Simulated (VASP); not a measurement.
# AlCu5 (P4/mmm) in VASP: single point with PBE

Aim: the single point of AlCu5 with PBE.

Program: VASP 6.6.1. These are calculated values, not measurements. Logs are shortened: lines on timing, memory, paths and dates and some standing lists are left out, and cuts for length are marked.

### 1 The cell of the first run

The structure is tetragonal, space group P4/mmm (No. 123). Conventional cell: a = 3.012 Å, b = 3.012 Å, c = 8.205 Å, α = 90.00°, β = 90.00°, γ = 90.00°. Within 3.4 Å of Al (site symmetry 4/mmm) lie 10 Cu at 2.55 to 2.76 Å and 4 Al at 3.01 Å. Within 3.3 Å of Cu (site symmetry 4mm) lie 13 Cu at 2.52 to 3.01 Å and 1 Al at 2.76 Å. Cu (site symmetry 4mm) has 10 Cu at 2.53 to 3.01 Å and 4 Al at 2.55 Å within 3.3 Å. Cu (site symmetry 4/mmm) has 14 Cu at 2.52 to 3.01 Å within 3.3 Å.

### 2 Single point, PBE

POSCAR

```
AlCu5
1.0
    3.0117765232      0.0000000000      0.0000000000
    0.0000000000      3.0117765232      0.0000000000
    0.0000000000      0.0000000000      8.2045455642
Al Cu
1 5
Direct
    0.0000000000      0.0000000000      0.5000000000
    0.0000000000      0.0000000000      0.8368131196
    0.5000000000      0.5000000000      0.6713935026
    0.5000000000      0.5000000000      0.3286064974
    0.0000000000      0.0000000000      0.1631868804
    0.5000000000      0.5000000000      0.0000000000
```

INCAR.step1

```
SYSTEM = AlCu5
ALGO = Fast
EDIFF = 1E-6
ENCUT = 520
GGA = PE
ISIF = 2
ISMEAR = 0
LASPH = .True.
LCHARG = .True.
LMAXMIX = 4
LREAL = .False.
LWAVE = .False.
NBANDS = 38
NELM = 80
PREC = Accurate
SIGMA = 0.1
```

KPOINTS.step1

```
k-points
0
Gamma
  12 12 6
  0 0 0
```

INCAR.step2

```
SYSTEM = AlCu5
ALGO = Fast
EDIFF = 1E-6
ENCUT = 520
GGA = PE
ICHARG = 11
ISIF = 2
ISMEAR = -5
LASPH = .True.
LCHARG = .False.
LMAXMIX = 4
LORBIT = 11
LREAL = .False.
LWAVE = .False.
NBANDS = 38
NEDOS = 1001
NELM = 80
PREC = Accurate
SIGMA = 0.1
```

KPOINTS.step2

```
k-points
0
Gamma
  18 18 9
  0 0 0
```

Potentials or basis: VASP PAW PBE potentials, release 64 (Al, Cu).

Started as:

```console
$ cat potpaw_PBE.64/Al/POTCAR potpaw_PBE.64/Cu/POTCAR > POTCAR
$ cp INCAR.step1 INCAR
$ cp KPOINTS.step1 KPOINTS
$ mpirun -np 1 vasp_std > vasp.out
$ cp INCAR.step2 INCAR
$ cp KPOINTS.step2 KPOINTS
$ mpirun -np 1 vasp_std > vasp.out
```

OUTCAR:

```text
SYSTEM = AlCu5
   EDIFF = 1E-6
   ENCUT = 520
   GGA = PE
   ICHARG = 11
   ISIF = 2
   ISMEAR = -5
   LASPH = .True.
   LORBIT = 11
   LREAL = .False.
   NELM = 80
   PREC = Accurate

 ion  position               nearest neighbor table
   1  0.000  0.000  0.500-   3 2.55   4 2.55   3 2.55   4 2.55   3 2.55   4 2.55   3 2.55   4 2.55
                             2 2.76   5 2.76
   2  0.000  0.000  0.837-   6 2.52   6 2.52   6 2.52   6 2.52   3 2.53   3 2.53   3 2.53   3 2.53
                             5 2.68   1 2.76
   3  0.500  0.500  0.671-   2 2.53   2 2.53   2 2.53   2 2.53   1 2.55   1 2.55   1 2.55   1 2.55
                             6 2.70
   4  0.500  0.500  0.329-   5 2.53   5 2.53   5 2.53   5 2.53   1 2.55   1 2.55   1 2.55   1 2.55
                             6 2.70
   5  0.000  0.000  0.163-   6 2.52   6 2.52   6 2.52   6 2.52   4 2.53   4 2.53   4 2.53   4 2.53
                             2 2.68   1 2.76
   6  0.500  0.500  0.000-   2 2.52   5 2.52   2 2.52   5 2.52   2 2.52   5 2.52   2 2.52   5 2.52
                             4 2.70   3 2.70

  LATTYP: Found a simple tetragonal cell.
 ALAT       =     3.0117765232
 C/A-ratio  =     2.7241548305

  Lattice vectors:

 A1 = (   3.0117765232,   0.0000000000,   0.0000000000)
 A2 = (   0.0000000000,   3.0117765232,   0.0000000000)
 A3 = (   0.0000000000,   0.0000000000,   8.2045455642)

Analysis of symmetry for initial positions (statically):
=====================================================================
 Subroutine PRICEL returns:
 Original cell was already a primitive cell.

 Routine SETGRP: Setting up the symmetry group for a
 simple tetragonal supercell.

 Subroutine GETGRP returns: Found 16 space group operations
 (whereof 16 operations were pure point group operations)
 out of a pool of 16 trial point group operations.

The static configuration has the point symmetry D_4h.

Analysis of symmetry for dynamics (positions and initial velocities):
=====================================================================
 Subroutine PRICEL returns:
 Original cell was already a primitive cell.

 Routine SETGRP: Setting up the symmetry group for a
 simple tetragonal supercell.

 Subroutine GETGRP returns: Found 16 space group operations
 (whereof 16 operations were pure point group operations)
 out of a pool of 16 trial point group operations.

The dynamic configuration has the point symmetry D_4h.

 Subroutine INISYM returns: Found 16 space group operations
 (whereof 16 operations are pure point group operations),
 and found     1 'primitive' translations

----------------------------------------------------------------------------------------

                                     Primitive cell

  volume of cell :      74.4218

  direct lattice vectors                    reciprocal lattice vectors
     3.011776523  0.000000000  0.000000000     0.332029947  0.000000000  0.000000000
     0.000000000  3.011776523  0.000000000     0.000000000  0.332029947  0.000000000
     0.000000000  0.000000000  8.204545564     0.000000000  0.000000000  0.121883655

  length of vectors
     3.011776523  3.011776523  8.204545564     0.332029947  0.332029947  0.121883655

  position of ions in fractional coordinates (direct lattice)
     0.000000000  0.000000000  0.500000000
     0.000000000  0.000000000  0.836813120
     0.500000000  0.500000000  0.671393503
     0.500000000  0.500000000  0.328606497
     0.000000000  0.000000000  0.163186880
     0.500000000  0.500000000  0.000000000

  ion indices of the primitive-cell ions
   primitive index   ion index
                 1           1
                 2           2
                 3           3
                 4           4
                 5           5
                 6           6

----------------------------------------------------------------------------------------

 KPOINTS: k-points

Automatic generation of k-mesh.
 Grid dimensions read from file:
 generate k-points for:   18   18    9

 Generating k-lattice:

  Cartesian coordinates                     Fractional coordinates (reciprocal lattice)
     0.018446108  0.000000000  0.000000000     0.055555556  0.000000000  0.000000000
     0.000000000  0.018446108  0.000000000     0.000000000  0.055555556  0.000000000
     0.000000000  0.000000000  0.013542628     0.000000000  0.000000000  0.111111111

  Length of vectors
     0.018446108  0.018446108  0.013542628

  Shift w.r.t. Gamma in fractional coordinates (k-lattice)
     0.000000000  0.000000000  0.000000000

 TETIRR: Found   4383 inequivalent tetrahedra from    17496

 Subroutine IBZKPT returns following result:
 ===========================================

 Found    275 irreducible k-points:

 Following reciprocal coordinates:
            Coordinates               Weight
  0.000000  0.000000  0.000000      1.000000
  0.055556  0.000000  0.000000      4.000000
  0.111111  0.000000  0.000000      4.000000
  0.166667  0.000000  0.000000      4.000000
  0.222222  0.000000  0.000000      4.000000
  0.277778  0.000000  0.000000      4.000000
[... 16 lines left out ...]
  0.277778  0.111111  0.000000      8.000000
  0.333333  0.111111  0.000000      8.000000
 [... further k-points ...]
   k-points           NKPTS =    275   k-points in BZ     NKDIM =    275   number of bands    NBANDS=     38
   number of dos      NEDOS =   1001   number of ions     NIONS =      6
   total plane-waves  NPLWV =  36864
   dimension x,y,z NGX =    24 NGY =   24 NGZ =   64
   dimension x,y,z NGXF=    48 NGYF=   48 NGZF=  128
   ions per type =               1   5
   NGX,Y,Z   is equivalent  to a cutoff of  13.25, 13.25, 12.97 a.u.
   NGXF,Y,Z  is equivalent  to a cutoff of  26.50, 26.50, 25.94 a.u.
 SYSTEM =  AlCu5
   PREC   = accura    normal or accurate (medium, high low for compatibility)
   ISTART =      0    job   : 0-new  1-cont  2-samecut
   ICHARG =     11    charge: 1-file 2-atom 10-const
   ISPIN  =      1    spin polarized calculation?
   LNONCOLLINEAR =      F non collinear calculations
   LSORBIT =      F    spin-orbit coupling
   LASPH  =      T    aspherical Exc in radial PAW
   ENCUT  =  520.0 eV  38.22 Ry    6.18 a.u.   5.60  5.60 15.26*2*pi/ulx,y,z
   NELM   =     80;   NELMIN=  2; NELMDL=  0     # of ELM steps
   EDIFF  = 0.1E-05   stopping-criterion for ELM
   LREAL  =      F    real-space projection
   EDIFFG = 0.1E-04   stopping-criterion for IOM
   NSW    =      0    number of steps for IOM
   IBRION =     -1    ionic relax: 0-MD 1-quasi-New 2-CG
   NFREE  =      0    steps in history (QN), initial steepest desc. (CG)
   ISIF   =      2    stress and relaxation
   ISYM   =      2    0-nonsym 1-usesym 2-fastsym
   POTIM  = 0.5000    time-step for ionic-motion
   TEBEG  =    0.0;   TEEND  =   0.0 temperature during run
   PSTRESS=    0.0 pullay stress
   NELECT =      58.0000    total number of electrons
   NUPDOWN=      -1.0000    fix difference up-down
   EMIN   =  10.00;   EMAX   =-10.00  energy-range for DOS
   EFERMI =   0.00;   METHOD = LEGACY
   ISMEAR =    -5;   SIGMA  =   0.10  broadening in eV -4-tet -1-fermi 0-gaus
   EFERMI_NEDOS =   21; number of points for ismear=-14 and -15
   IALGO  =     68    algorithm
   IMIX   =      4    mixing-type and parameters
     AMIX     =   0.40;   BMIX     =  1.00
     AMIX_MAG =   1.60;   BMIX_MAG =  1.00
  volume/ion in A,a.u.               =      12.40        83.70
  Fermi-wavevector in a.u.,A,eV,Ry     =   1.506552  2.846971 30.881133  2.269699
  Thomas-Fermi vector in A             =   2.617255
   LORBIT       =     11    0 simple, 1 ext, 2 COOP (PROOUT), +10 PAW based schemes
   GGA     = PE    functional components
   LHFCALC =     F    Hartree Fock is set to
   AEXX    =    0.0000 exact exchange contribution
   IVDW    =     0    specifies the selected vdW correction
   LEPSILON=     F    determine dielectric tensor
   LRPA    =     F    only Hartree local field effects (RPA)
 non-spin polarized calculation
 RMM-DIIS sequential band-by-band and
 Fermi weights with tetrahedron method with Bloechl corrections
  energy-cutoff  :      520.00
  volume of cell :       74.42
 maximum number of plane-waves:      2024
 NGX is ok and might be reduce to    24

 number of electron      57.9999989 magnetization

 Free energy of the ion-electron system (eV)
  ---------------------------------------------------
  ext. energy  EPLUGINS =         0.00000000
  ---------------------------------------------------
  free energy    TOTEN  =       -22.83046104 eV

  energy without entropy =      -22.83046104  energy(sigma->0) =      -22.83046104

 E-fermi :   7.9046     XC(G=0): -12.2615

 val. band max:        7.9455793459   @ k =   0.5000   0.1667   0.3333
 cond. band min:       7.8082527494   @ k =   0.5000   0.1667   0.2222
 fundamental gap:     -0.1373265964
 Fermi energy:         7.9046440012

 k-point     1 :       0.0000    0.0000    0.0000
  band No.  band energies     occupation
      1      -2.3959      2.00000
      2       0.2692      2.00000
      3       0.3835      2.00000
      4       3.3366      2.00000
      5       3.4081      2.00000
      6       3.4275      2.00000
[... 30 lines left out ...]
     37      16.8074      0.00000
     38      17.6430      0.00000

 k-point     2 :       0.0556    0.0000    0.0000
  band No.  band energies     occupation
      1      -2.3446      2.00000
      2       0.3150      2.00000
      3       0.4330      2.00000
      4       3.3488      2.00000
      5       3.4222      2.00000
      6       3.4389      2.00000
[... 30 lines left out ...]
     37      16.8658      0.00000
     38      17.4208      0.00000

 k-point     3 :       0.1111    0.0000    0.0000
  band No.  band energies     occupation
      1      -2.1912      2.00000
      2       0.4506      2.00000
      3       0.5803      2.00000
      4       3.3803      2.00000
      5       3.4546      2.00000
      6       3.4734      2.00000
[... 30 lines left out ...]
     37      17.0451      0.00000
     38      17.5948      0.00000

 k-point     4 :       0.1667    0.0000    0.0000
  band No.  band energies     occupation
      1      -1.9373      2.00000
      2       0.6712      2.00000
      3       0.8208      2.00000
      4       3.4128      2.00000
      5       3.4790      2.00000
      6       3.5332      2.00000
[... 30 lines left out ...]
     37      17.3431      0.00000
     38      17.9557      0.00000
[... 703 lines left out ...]
      4       3.4788      2.00000
      5       3.5664      2.00000
      6       3.6435      2.00000
[... 30 lines left out ...]
     37      18.4693      0.00000
     38      18.6644      0.00000

 k-point    23 :       0.2778    0.1111    0.0000
  band No.  band energies     occupation
      1      -0.9508      2.00000
      2       1.4917      2.00000
      3       1.7213      2.00000
      4       3.3640      2.00000
      5       3.5403      2.00000
      6       3.6405      2.00000
[... 30 lines left out ...]
     37      17.2221      0.00000
     38      17.6940      0.00000

 k-point    24 :       0.3333    0.1111    0.0000
  band No.  band energies     occupation
      1      -0.4293      2.00000
      2       1.8722      2.00000
      3       2.1456      2.00000
      4       3.1014      2.00000
      5       3.4994      2.00000
      6       3.5308      2.00000
[... 30 lines left out ...]
     37      16.8123      0.00000
     38      16.8565      0.00000

 [... further k-points ...]

------------------------ aborting loop because EDIFF is reached ----------------------------------------

  FORCE on cell =-STRESS in cart. coord.  units (eV):
  Direction    XX          YY          ZZ          XY          YZ          ZX
  --------------------------------------------------------------------------------------
  -------------------------------------------------------------------------------------
  Total        0.0053823      0.0053823      0.0586280      0.0000000     -0.0000000      0.0000000
  in kB        0.1158715      0.1158715      1.2621640      0.0000000     -0.0000000      0.0000000
  external PRESSURE =       0.4979690 kB  Pullay stress =       0.0000000 kB

 VOLUME and BASIS-vectors are now :
 -----------------------------------------------------------------------------
  energy-cutoff  :      520.00
  volume of cell :       74.42
      direct lattice vectors                 reciprocal lattice vectors
     3.011776523  0.000000000  0.000000000     0.332029947  0.000000000  0.000000000
     0.000000000  3.011776523  0.000000000     0.000000000  0.332029947  0.000000000
     0.000000000  0.000000000  8.204545564     0.000000000  0.000000000  0.121883655

 POSITION                                       TOTAL-FORCE (eV/Angst)
 -----------------------------------------------------------------------------------
      0.00000      0.00000      4.10227         0.000000      0.000000      0.000000
      0.00000      0.00000      6.86567        -0.000000     -0.000000     -0.003239
      1.50589      1.50589      5.50848         0.000000      0.000000     -0.022793
      1.50589      1.50589      2.69607         0.000000     -0.000000      0.022793
      0.00000      0.00000      1.33887        -0.000000      0.000000      0.003239
      1.50589      1.50589      0.00000         0.000000      0.000000      0.000000
 -----------------------------------------------------------------------------------
    total drift:                                0.000000     -0.000000     -0.000000

  FREE ENERGIE OF THE ION-ELECTRON SYSTEM (eV)
  ---------------------------------------------------
  free  energy   TOTEN  =       -22.8304610364 eV

  energy  without entropy=      -22.8304610364  energy(sigma->0) =      -22.83046104

 total charge

# of ion       s       p       d       tot
------------------------------------------
    1        0.388   0.383   0.000   0.771
    2        0.434   0.376   9.170   9.981
    3        0.453   0.418   9.159  10.030
    4        0.453   0.418   9.159  10.030
    5        0.434   0.376   9.170   9.981
    6        0.441   0.366   9.169   9.976
--------------------------------------------------
tot          2.604   2.337  45.828  50.769
```

Run time: 9.5 min. Hardware: 1 thread of Intel Xeon Platinum 8488C (Sapphire Rapids), shared host; peak memory 0.62 GiB.

What came out:

| Quantity | Value |
| --- | --- |
| Valence electrons inside the program's atomic spheres | Al 0.77; Cu 9.98, 10.03 (each value once) |
